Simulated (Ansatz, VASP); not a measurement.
**CeO2: VASP beside Ansatz**

File INCAR:

```
SYSTEM = CeO2
PREC = Accurate ; ENCUT = 520
EDIFF = 1E-7 ; ISMEAR = 0
SIGMA = 0.05 ; LREAL = .FALSE.
LASPH = .TRUE. ; NELM = 60
ALGO = Normal ; ISIF = 2
LWAVE = .FALSE. ; LCHARG = .FALSE.
GGA = PE ; NBANDS = 19
```

Contents of KPOINTS:

```
Automatic mesh
0
G
  12 12 12
  0 0 0
```

File POSCAR:

```
CeO2
1.0
    0.0000000000      2.7321286902      2.7321286902
    2.7321286902      0.0000000000      2.7321286902
    2.7321286902      2.7321286902      0.0000000000
Ce O
1 2
Direct
    0.0000000000      0.0000000000      0.0000000000
    0.2591503742      0.2591503742      0.2408496258
    0.7500000000      0.7500000000      0.7500000000
```

Input for Ansatz:

```yaml
crystal:
  lattice:
    - [0.0, 2.7321286902, 2.7321286902]
    - [2.7321286902, 0.0, 2.7321286902]
    - [2.7321286902, 2.7321286902, 0.0]
  atoms:
    - { symbol: Ce, position: [0.0, 0.0, 0.0] }
    - { symbol: O, position: [0.2591503742, 0.2591503742, 0.2408496258] }
    - { symbol: O, position: [0.75, 0.75, 0.75] }
basis:
  ecutwfc: 420
  ecutrho_ratio: 4
kpoints:
  mp_grid: { grid: [12, 12, 12] }
hamiltonian:
  xc: pbe
scf:
  occupations: { method: gaussian, width: 0.05 }
output:
  forces: true
  stress: true
  eigenvalues: true
```

Alike in both runs: task single point; functional PBE; k mesh 12 × 12 × 12; occupations gaussian, width 0.05 eV; no spin polarisation.

|  | VASP | Ansatz |
| --- | --- | --- |
| version | VASP 6.6.1 | Ansatz 0.2.0 |
| potentials or method | VASP PAW PBE potentials, release 64 (Ce, O), cutoff 520 eV | scalar-relativistic, plane waves, PAW |
| valence electrons in the cell | 24 | 24 |

|  | VASP | Ansatz | Ansatz less VASP |
| --- | --- | --- | --- |
| gap on the k mesh at the Fermi level (eV) | 1.85 | 1.88 | +0.032 |
| least direct gap on the mesh (eV) | 1.94 | 1.98 | +0.033 |
| pressure (GPa) | 0.0 | 0.1 | +0.06 |
| traceless stress, the component that is largest in VASP (GPa) | -0.20 | -0.19 | +0.012 |
| rms of the force components (eV/Å) | 0.137 | 0.137 | -0.0003 |

Atom by atom the forces differ by 0.001 eV/Å (rms over components).

Neither program's run includes spin-orbit coupling.
